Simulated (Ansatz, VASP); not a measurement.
## Two plane-wave programs on Ru12C

```
CELL_PARAMETERS angstrom
5.40000 0.00000 0.00000
-4.05000 7.01481 0.00000
0.00000 0.00000 4.27680
ATOMIC_POSITIONS crystal
Ru 0.00440 0.00413 0.06148
Ru 0.19465 0.25845 0.47552
Ru 0.99686 0.33737 0.99466
Ru 0.15242 0.55052 0.49858
Ru 0.99907 0.66243 0.99811
Ru 0.17965 0.87432 0.48760
Ru 0.50142 0.99833 0.00009
Ru 0.66412 0.21845 0.49410
Ru 0.51062 0.33682 0.99377
Ru 0.67441 0.55389 0.49686
Ru 0.49307 0.65978 0.99365
Ru 0.62995 0.87040 0.48243
C 0.00524 0.01158 0.63448
```

Alike in both runs: functional LDA; k mesh 4 × 3 × 4; occupations gaussian, width 0.1 eV; no spin polarisation.

Ansatz relaxed the structure, and its values are those at the end. VASP's run is a single point on that final structure, the one shown.

|  | VASP | Ansatz |
| --- | --- | --- |
| version | VASP 6.6.1 | Ansatz 0.2.0 |
| potentials or method | VASP PAW LDA potentials, release 64 (Ru_pv, C), cutoff 520 eV | scalar-relativistic, plane waves, PAW |
| valence electrons in the cell | 172 | 196 |

|  | VASP | Ansatz | Ansatz less VASP |
| --- | --- | --- | --- |
| rms of the force components (eV/Å) | 0.018 | 0.008 | -0.0100 |

LDA's correlation is that of Perdew and Zunger in VASP and of Perdew and Wang (1992) in Ansatz. VASP's potentials hold 172 valence electrons a cell and Ansatz's 196, so a difference there can come from the potentials and not from the codes.

The k mesh is coarse, so the values compare programs but aren't converged.
